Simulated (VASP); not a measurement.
The system is I.

```
I
1.0
     3.31299    0.00000    0.00000
    -1.65650    2.86914    0.00000
     0.00000    0.00000    7.80391
I
2
Cartesian
  0.0000 1.9128 1.9510
  1.6565 0.9564 5.8529
```

| Property | Result |
| --- | --- |
| Program | VASP 6.6.1 |
| Task | relaxation of cell and atoms |
| Functional | PBEsol |
| Potentials or basis | VASP PAW PBE potentials, release 64 (I) |
| Cutoff | 600 eV |
| k mesh | 8 × 8 × 3 |
| Occupations | fermi-dirac, width 0.05 eV |
| Spin | no spin polarisation |

At the start: pressure -0.7 GPa; volume 37.09 Å³/atom.

Where does the relaxation end?

Over 5 steps the energy falls by 2.7 meV/atom and the volume is 36.83 Å³/atom (-0.7 %); space group P6_3/mmc (No. 194, to 0.05 Å).

The path:
```tsv
step	energy change (eV)	largest force (eV/Å)	pressure (GPa)	volume (Å³)
1	0.0000	0.0000	-0.67	74.18
2	-0.0041	0.0000	0.41	72.53
3	-0.0049	0.0000	0.09	72.99
4	-0.0051	0.0000	0.07	73.16
5	-0.0055	0.0000	0.04	73.65
```

Final structure:
```yaml
crystal:
  lattice:
    - [3.28359, 0.00000, 0.00000]
    - [-1.64180, 2.84367, 0.00000]
    - [0.00000, 0.00000, 7.88807]
  atoms:
    - { symbol: I, position: [0.33333, 0.66667, 0.25000] }
    - { symbol: I, position: [0.66667, 0.33333, 0.75000] }
```

Caveat: the PAW data sets were made with another functional, which shifts forces and pressure a little; this functional lacks dispersion, which binds the layers, so the pressure and a relaxed spacing across them are unreliable.
